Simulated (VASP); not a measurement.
Crystal: Cd3HgS4.

```
Cd Hg S
1.0
    -2.89182    2.89182    5.78364
     2.89182   -2.89182    5.78364
     2.89182    2.89182   -5.78364
Cd Hg S
3 1 4
Direct
  0.00000 0.00000 0.00000
  0.25000 0.75000 0.50000
  0.75000 0.25000 0.50000
  0.50000 0.50000 0.00000
  0.87500 0.87500 0.50000
  0.37500 0.37500 0.50000
  0.12500 0.62500 0.00000
  0.62500 0.12500 0.00000
```

* Program: VASP 6.6.1
* Task: relaxation of cell and atoms
* Functional: PBE
* Potentials or basis: VASP PAW PBE potentials, release 64 (Cd, Hg, S)
* Cutoff: 600 eV
* k mesh: 4 × 4 × 4
* Occupations: gaussian, width 0.1 eV
* Spin: no spin polarisation

At the start: pressure 5.6 GPa; volume 24.18 Å³/atom.

Question: How do energy, volume and symmetry change on relaxing?

Answer: Over 6 steps the energy falls by 35.7 meV/atom and the volume is 26.39 Å³/atom (+9.1 %); space group I-42m (No. 121, to 0.1 Å) before and after.

The path:
```
step  energy change (eV)  largest force (eV/Å)  pressure (GPa)  volume (Å³)
   1              0.0000                0.2044            5.60       193.47
   2             -0.2456                0.0775           -1.64       218.11
   3             -0.2828                0.1037            0.00       210.88
   4             -0.2828                0.1022           -0.09       211.24
   5             -0.2844                0.0646           -0.08       211.18
   6             -0.2855                0.0050           -0.05       211.08
```

Final structure:
```cif
data_structure
_symmetry_space_group_name_H-M 'P 1'
_symmetry_Int_Tables_number 1
_cell_length_a 7.2925
_cell_length_b 7.2925
_cell_length_c 7.2925
_cell_angle_alpha 131.813
_cell_angle_beta 131.813
_cell_angle_gamma 70.525
_cell_volume 211.08
loop_
_atom_site_label
_atom_site_type_symbol
_atom_site_fract_x
_atom_site_fract_y
_atom_site_fract_z
_atom_site_occupancy
Cd1 Cd 0.00000 0.00000 0.00000 1
Cd2 Cd 0.25000 0.75000 0.50000 1
Cd3 Cd 0.75000 0.25000 0.50000 1
Hg1 Hg 0.50000 0.50000 0.00000 1
S1 S 0.87801 0.87801 0.50400 1
S2 S 0.37401 0.37401 0.49600 1
S3 S 0.12199 0.62599 0.00000 1
S4 S 0.62599 0.12199 0.00000 1
```
